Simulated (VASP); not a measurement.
# InP (Fm-3m) in VASP: further runs, part 3 of 3

VASP 6.6.1. Earlier steps stand in the parts before.

**4. Electric field gradients, PBE (volume scaled by 0.99)**

The input, INCAR:

```
PREC = Accurate
ENCUT = 520
EDIFF = 1E-8
ISMEAR = -1
SIGMA = 0.03
LREAL = F
LASPH = T
NELM = 60
ALGO = Normal
ISIF = 2
LWAVE = F
LCHARG = F
GGA = PE
LEFG = T
NBANDS = 16
```

The input, KPOINTS:

```
Automatic mesh
0
Gamma
  11 11 11
```

The input, POSCAR:

```
InP
1.0
    0.0000000000      2.8454514337      2.8454514337
    2.8454514337      0.0000000000      2.8454514337
    2.8454514337      2.8454514337      0.0000000000
In P
1 1
Direct
    0.0000000000      0.0000000000      0.0000000000
    0.5000000000      0.5000000000      0.5000000000
```

Potentials or basis: VASP PAW PBE potentials, release 64 (In_d, P).

On the command line:

```console
$ cat potpaw_PBE.64/In_d/POTCAR potpaw_PBE.64/P/POTCAR > POTCAR
$ mpirun -np 1 vasp_std > vasp.out
```

OUTCAR:

```text
PREC = Accurate
   ENCUT = 520
   EDIFF = 1E-8
   ISMEAR = -1
   LREAL = F
   LASPH = T
   NELM = 60
   ISIF = 2
   GGA = PE

 ion  position               nearest neighbor table
   1  0.000  0.000  0.000-   2 2.85   2 2.85   2 2.85   2 2.85   2 2.85   2 2.85
   2  0.500  0.500  0.500-   1 2.85   1 2.85   1 2.85   1 2.85   1 2.85   1 2.85

  LATTYP: Found a face centered cubic cell.
 ALAT       =     5.6909028674

  Lattice vectors:

 A1 = (   0.0000000000,   2.8454514337,   2.8454514337)
 A2 = (   2.8454514337,   0.0000000000,   2.8454514337)
 A3 = (   2.8454514337,   2.8454514337,   0.0000000000)

Analysis of symmetry for initial positions (statically):
=====================================================================
 Subroutine PRICEL returns:
 Original cell was already a primitive cell.

 Routine SETGRP: Setting up the symmetry group for a
 face centered cubic supercell.

 Subroutine GETGRP returns: Found 48 space group operations
 (whereof 48 operations were pure point group operations)
 out of a pool of 48 trial point group operations.

The static configuration has the point symmetry O_h .

Analysis of symmetry for dynamics (positions and initial velocities):
=====================================================================
 Subroutine PRICEL returns:
 Original cell was already a primitive cell.

 Routine SETGRP: Setting up the symmetry group for a
 face centered cubic supercell.

 Subroutine GETGRP returns: Found 48 space group operations
 (whereof 48 operations were pure point group operations)
 out of a pool of 48 trial point group operations.

The dynamic configuration has the point symmetry O_h .

 Subroutine INISYM returns: Found 48 space group operations
 (whereof 48 operations are pure point group operations),
 and found     1 'primitive' translations

----------------------------------------------------------------------------------------

                                     Primitive cell

  volume of cell :      46.0769

  direct lattice vectors                    reciprocal lattice vectors
     0.000000000  2.845451434  2.845451434    -0.175719042  0.175719042  0.175719042
     2.845451434  0.000000000  2.845451434     0.175719042 -0.175719042  0.175719042
     2.845451434  2.845451434  0.000000000     0.175719042  0.175719042 -0.175719042

  length of vectors
     4.024076009  4.024076009  4.024076009     0.304354309  0.304354309  0.304354309

  position of ions in fractional coordinates (direct lattice)
     0.000000000  0.000000000  0.000000000
     0.500000000  0.500000000  0.500000000

  ion indices of the primitive-cell ions
   primitive index   ion index
                 1           1
                 2           2

----------------------------------------------------------------------------------------

 KPOINTS: Automatic mesh

Automatic generation of k-mesh.
 Grid dimensions read from file:
[... 72 lines left out ...]
   ISYM   =      2    0-nonsym 1-usesym 2-fastsym
   POTIM  = 0.5000    time-step for ionic-motion
   TEBEG  =    0.0;   TEEND  =   0.0 temperature during run
   PSTRESS=    0.0 pullay stress
   NELECT =      18.0000    total number of electrons
   NUPDOWN=      -1.0000    fix difference up-down
   EMIN   =  10.00;   EMAX   =-10.00  energy-range for DOS
   EFERMI =   0.00;   METHOD = LEGACY
   ISMEAR =    -1;   SIGMA  =   0.03  broadening in eV -4-tet -1-fermi 0-gaus
   EFERMI_NEDOS =   21; number of points for ismear=-14 and -15
   IALGO  =     38    algorithm
   IMIX   =      4    mixing-type and parameters
     AMIX     =   0.40;   BMIX     =  1.00
     AMIX_MAG =   1.60;   BMIX_MAG =  1.00
  volume/ion in A,a.u.               =      23.04       155.47
  Fermi-wavevector in a.u.,A,eV,Ry     =   1.196753  2.261535 19.486502  1.432218
  Thomas-Fermi vector in A             =   2.332685
   LORBIT       =      0    0 simple, 1 ext, 2 COOP (PROOUT), +10 PAW based schemes
   GGA     = PE    functional components
   LHFCALC =     F    Hartree Fock is set to
   AEXX    =    0.0000 exact exchange contribution
   IVDW    =     0    specifies the selected vdW correction
   LEPSILON=     F    determine dielectric tensor
   LRPA    =     F    only Hartree local field effects (RPA)
 non-spin polarized calculation
  energy-cutoff  :      520.00
  volume of cell :       46.08
 maximum number of plane-waves:      1259
 NGX is ok and might be reduce to    30
   NGX = 15   NGY = 15   NGZ = 15

 number of electron      17.9999991 magnetization

 Free energy of the ion-electron system (eV)
  ---------------------------------------------------
  ext. energy  EPLUGINS =         0.00000000
  ---------------------------------------------------
  free energy    TOTEN  =        -7.86227677 eV

  energy without entropy =       -7.85979704  energy(sigma->0) =       -7.86103690

 E-fermi :   6.0533     XC(G=0): -10.0227

 val. band max:        6.0101799992   @ k =  -0.4545   0.0909   0.0000
 cond. band min:       6.0659098978   @ k =  -0.0909   0.0909   0.0000
 fundamental gap:      0.0557298986
 Fermi energy:         6.0532627091

 k-point     1 :       0.0000    0.0000    0.0000
  band No.  band energies     occupation
      1      -8.0542      2.00000
      2      -8.0542      2.00000
      3      -8.0394      2.00000
      4      -8.0394      2.00000
      5      -8.0394      2.00000
      6      -5.3616      2.00000
[... 433 lines left out ...]
      3      -8.0364      2.00000
      4      -8.0123      2.00000
      5      -8.0012      2.00000
      6      -4.4024      2.00000
[... 8 lines left out ...]
     15      15.8144      0.00000
     16      16.8588      0.00000

 [... further k-points ...]

------------------------ aborting loop because EDIFF is reached ----------------------------------------

  FORCE on cell =-STRESS in cart. coord.  units (eV):
  Direction    XX          YY          ZZ          XY          YZ          ZX
  --------------------------------------------------------------------------------------
  -------------------------------------------------------------------------------------
  Total       -1.4161865     -1.4161865     -1.4161865     -0.0000000      0.0000000     -0.0000000
  in kB      -49.2433419    -49.2433419    -49.2433419     -0.0000000      0.0000000     -0.0000000
  external PRESSURE =     -49.2433419 kB  Pullay stress =       0.0000000 kB

 VOLUME and BASIS-vectors are now :
 -----------------------------------------------------------------------------
  energy-cutoff  :      520.00
  volume of cell :       46.08
      direct lattice vectors                 reciprocal lattice vectors
     0.000000000  2.845451434  2.845451434    -0.175719042  0.175719042  0.175719042
     2.845451434  0.000000000  2.845451434     0.175719042 -0.175719042  0.175719042
     2.845451434  2.845451434  0.000000000     0.175719042  0.175719042 -0.175719042

 POSITION                                       TOTAL-FORCE (eV/Angst)
 -----------------------------------------------------------------------------------
      0.00000      0.00000      0.00000        -0.000000     -0.000000      0.000000
      2.84545      2.84545      2.84545         0.000000      0.000000     -0.000000
 -----------------------------------------------------------------------------------
    total drift:                               -0.000000      0.000000      0.000000

  FREE ENERGIE OF THE ION-ELECTRON SYSTEM (eV)
  ---------------------------------------------------
  free  energy   TOTEN  =        -7.8622767662 eV

  energy  without entropy=       -7.8597970403  energy(sigma->0) =       -7.86103690

 Electric field gradients (V/A^2)
---------------------------------------------------------------------
 ion       V_xx      V_yy      V_zz      V_xy      V_xz      V_yz
---------------------------------------------------------------------
   1      -0.000    -0.000     0.000    -0.001    -0.001    -0.001
   2       0.000    -0.000    -0.000    -0.000    -0.000    -0.000
---------------------------------------------------------------------

 Electric field gradients after diagonalization (V/A^2)
 (convention: |V_zz| > |V_xx| > |V_yy|)
----------------------------------------------------------------------
 ion       V_xx      V_yy      V_zz     asymmetry (V_yy - V_xx)/ V_zz
----------------------------------------------------------------------
   1       0.001     0.001    -0.001       0.000
   2       0.000     0.000    -0.000       0.000
----------------------------------------------------------------------

           NMR quadrupolar parameters

 Cq : quadrupolar parameter    Cq=e*Q*V_zz/h
 eta: asymmetry parameters     (V_yy - V_xx)/ V_zz
 Q  : nuclear electric quadrupole moment in mb (millibarn)
----------------------------------------------------------------------
 ion       Cq(MHz)       eta       Q (mb)
----------------------------------------------------------------------
   1      -0.000       0.000       1.000
   2      -0.000       0.000       1.000
----------------------------------------------------------------------
```

OSZICAR:

```text
N       E                     dE             d eps       ncg     rms          rms(c)
DAV:   1     0.108395056785E+03    0.10840E+03   -0.84085E+03  1800   0.129E+03
DAV:   2    -0.135381457341E+01   -0.10975E+03   -0.10524E+03  2032   0.304E+02
DAV:   3    -0.797689582084E+01   -0.66231E+01   -0.64711E+01  2336   0.700E+01
DAV:   4    -0.814196254337E+01   -0.16507E+00   -0.16501E+00  2248   0.117E+01
DAV:   5    -0.814994759845E+01   -0.79851E-02   -0.79847E-02  2656   0.225E+00    0.414E+00
DAV:   6    -0.786698619810E+01    0.28296E+00   -0.53517E-01  2712   0.108E+01    0.234E+00
DAV:   7    -0.786205696433E+01    0.49292E-02   -0.62497E-02  2424   0.183E+00    0.107E+00
DAV:   8    -0.786212364934E+01   -0.66685E-04   -0.50719E-03  2240   0.796E-01    0.921E-02
DAV:   9    -0.786223425605E+01   -0.11061E-03   -0.29450E-04  2664   0.229E-01    0.670E-02
DAV:  10    -0.786226595531E+01   -0.31699E-04   -0.35710E-05  2280   0.514E-02    0.230E-02
DAV:  11    -0.786227645166E+01   -0.10496E-04   -0.96376E-06  2304   0.245E-02    0.579E-03
DAV:  12    -0.786227688317E+01   -0.43150E-06   -0.90066E-07  2272   0.118E-02    0.304E-03
DAV:  13    -0.786227679592E+01    0.87245E-07   -0.59096E-08  2376   0.299E-03    0.101E-03
DAV:  14    -0.786227676282E+01    0.33097E-07   -0.25603E-08  2096   0.102E-03    0.404E-04
DAV:  15    -0.786227676616E+01   -0.33340E-08   -0.45808E-10  1328   0.173E-04
   1 F= -.78622768E+01 E0= -.78610369E+01  d E =-.247973E-02
```

stdout:

```text
POSCAR found type information on POSCAR InP
 POSCAR found :  2 types and       2 ions
 scaLAPACK will be used
 LDA part: xc-table for (Slater+PW92), standard interpolation
 POSCAR, INCAR and KPOINTS ok, starting setup
 FFT: planning ... GRIDC
 FFT: planning ... GRID_SOFT
 FFT: planning ... GRID
 WAVECAR not read
 entering main loop
ion   1

ion   2
```

It took 64 s on 1 thread of Intel Xeon 6975P-C, shared host; peak memory 0.19 GiB.

Results:

- Free energy: -7.8623 eV
- Pressure: -4.9 GPa
- Band gap on the k mesh: zero (band 9 reaches 6.36 eV, above the bottom of band 10 at 4.03 eV)

Levels at points of the mesh, in eV from the Fermi level:
```csv
k point,band 5,band 6,band 7,band 8,band 9,band 10,band 11,band 12,band 13,band 14
"(0.00, 0.00, 0.00)",-14.09,-11.41,-0.21,-0.21,-0.21,-0.08,7.10,7.10,7.10,8.01
```

Caveat: without QUAD_EFG the Cq values of the log hold for a quadrupole moment of 1 mb, not for the nuclei; spin-orbit coupling is left out, which moves the levels of the heavy elements.

**5. Electric field gradients, PBE (volume scaled by 1.01)**

The input, INCAR:

```
  ALGO = Normal
  EDIFF = 1E-8
  ENCUT = 520
  GGA = PE
  ISIF = 2
  ISMEAR = -1
  LASPH = True
  LCHARG = False
  LEFG = True
  LREAL = False
  LWAVE = False
  NBANDS = 16
  NELM = 100
  PREC = Accurate
  SIGMA = 0.03
```

The input, KPOINTS:

```
k-points
0
Gamma
  11 11 11
```

The input, POSCAR:

```
InP
1.0
    0.0000000000      2.8644851195      2.8644851195
    2.8644851195      0.0000000000      2.8644851195
    2.8644851195      2.8644851195      0.0000000000
In P
1 1
Direct
    0.0000000000      0.0000000000      0.0000000000
    0.5000000000      0.5000000000      0.5000000000
```

Potentials or basis: VASP PAW PBE potentials, release 64 (In_d, P).

On the command line:

```console
$ cat potpaw_PBE.64/In_d/POTCAR potpaw_PBE.64/P/POTCAR > POTCAR
$ mpirun -np 1 vasp_std > vasp.out
```

OUTCAR:

```text
EDIFF = 1E-8
   ENCUT = 520
   GGA = PE
   ISIF = 2
   ISMEAR = -1
   LASPH = True
   LREAL = False
   NELM = 100
   PREC = Accurate

 ion  position               nearest neighbor table
   1  0.000  0.000  0.000-   2 2.86   2 2.86   2 2.86   2 2.86   2 2.86   2 2.86
   2  0.500  0.500  0.500-   1 2.86   1 2.86   1 2.86   1 2.86   1 2.86   1 2.86

  LATTYP: Found a face centered cubic cell.
 ALAT       =     5.7289702390

  Lattice vectors:

 A1 = (   0.0000000000,   2.8644851195,   2.8644851195)
 A2 = (   2.8644851195,   0.0000000000,   2.8644851195)
 A3 = (   2.8644851195,   2.8644851195,   0.0000000000)

Analysis of symmetry for initial positions (statically):
[... 666 lines left out ...]
  free  energy   TOTEN  =        -7.8312479690 eV

  energy  without entropy=       -7.8286001647  energy(sigma->0) =       -7.82992407

 Electric field gradients (V/A^2)
---------------------------------------------------------------------
 ion       V_xx      V_yy      V_zz      V_xy      V_xz      V_yz
---------------------------------------------------------------------
   1      -0.000    -0.000     0.000    -0.001    -0.001    -0.001
   2       0.000    -0.000    -0.000    -0.000    -0.000    -0.000
---------------------------------------------------------------------

 Electric field gradients after diagonalization (V/A^2)
 (convention: |V_zz| > |V_xx| > |V_yy|)
----------------------------------------------------------------------
 ion       V_xx      V_yy      V_zz     asymmetry (V_yy - V_xx)/ V_zz
----------------------------------------------------------------------
   1       0.001     0.001    -0.003       0.000
   2       0.000     0.000    -0.000       0.000
----------------------------------------------------------------------

           NMR quadrupolar parameters

 Cq : quadrupolar parameter    Cq=e*Q*V_zz/h
 eta: asymmetry parameters     (V_yy - V_xx)/ V_zz
 Q  : nuclear electric quadrupole moment in mb (millibarn)
----------------------------------------------------------------------
 ion       Cq(MHz)       eta       Q (mb)
----------------------------------------------------------------------
   1      -0.000       0.000       1.000
   2      -0.000       0.000       1.000
----------------------------------------------------------------------
```

OSZICAR:

```text
N       E                     dE             d eps       ncg     rms          rms(c)
DAV:   1     0.107064052283E+03    0.10706E+03   -0.83762E+03  1808   0.128E+03
DAV:   2    -0.155877386172E+01   -0.10862E+03   -0.10407E+03  1968   0.297E+02
DAV:   3    -0.795149909257E+01   -0.63927E+01   -0.63129E+01  2360   0.693E+01
DAV:   4    -0.810750048473E+01   -0.15600E+00   -0.15593E+00  2208   0.113E+01
DAV:   5    -0.811464769752E+01   -0.71472E-02   -0.71470E-02  2672   0.215E+00    0.401E+00
DAV:   6    -0.783515896422E+01    0.27949E+00   -0.53678E-01  2688   0.105E+01    0.226E+00
DAV:   7    -0.783097564117E+01    0.41833E-02   -0.60309E-02  2384   0.175E+00    0.104E+00
DAV:   8    -0.783109189395E+01   -0.11625E-03   -0.50410E-03  2192   0.787E-01    0.897E-02
DAV:   9    -0.783120275840E+01   -0.11086E-03   -0.31901E-04  2680   0.236E-01    0.673E-02
DAV:  10    -0.783123738110E+01   -0.34623E-04   -0.40167E-05  2184   0.509E-02    0.213E-02
DAV:  11    -0.783124765889E+01   -0.10278E-04   -0.94898E-06  2368   0.231E-02    0.537E-03
DAV:  12    -0.783124809389E+01   -0.43499E-06   -0.93628E-07  2208   0.122E-02    0.288E-03
DAV:  13    -0.783124800585E+01    0.88035E-07   -0.58094E-08  2448   0.318E-03    0.127E-03
DAV:  14    -0.783124796612E+01    0.39727E-07   -0.37638E-08  2032   0.121E-03    0.354E-04
DAV:  15    -0.783124796896E+01   -0.28308E-08   -0.61110E-10  1400   0.214E-04
   1 F= -.78312480E+01 E0= -.78299241E+01  d E =-.264780E-02
```

It took 68 s on 1 thread of Intel Xeon 6975P-C, shared host; peak memory 0.19 GiB.

Results:

```yaml
Free_energy: -7.8312 eV
Pressure: -5.8 GPa
Band_gap_on_the_k_mesh: zero (band 9 reaches 6.13 eV, above the bottom of band 10 at 3.87 eV)
```

Levels at points of the mesh, in eV from the Fermi level:
| k point | band 6 | band 7 | band 8 | band 9 | band 10 | band 11 | band 12 | band 13 |
| --- | --- | --- | --- | --- | --- | --- | --- | --- |
| (0.00, 0.00, 0.00) | -11.28 | -0.22 | -0.19 | -0.19 | -0.19 | 7.10 | 7.10 | 7.10 |

Caveat: without QUAD_EFG the Cq values of the log hold for a quadrupole moment of 1 mb, not for the nuclei; spin-orbit coupling is left out, which moves the levels of the heavy elements.

**6. Overview**

| cell | gap on the mesh (eV) | pressure (GPa) |
| --- | --- | --- |
| a = 4.117 Å, angles 60.0°, 2 atoms | none | -7.6 |
| a = 4.024 Å, angles 60.0°, 2 atoms | none | -4.9 |
| a = 4.051 Å, angles 60.0°, 2 atoms | none | -5.8 |

Alike in all rows: task electric field gradients; level PBE; potentials or basis VASP PAW PBE potentials, release 64 (In_d, P); no spin polarisation; k mesh 11 × 11 × 11; cutoff (eV) 520; smearing fermi-dirac 0.03 eV.

Caveats: spin-orbit coupling is left out, which moves the levels of the heavy elements.

Total energies depend on the potentials used, so only differences within one code and one set of settings carry meaning.
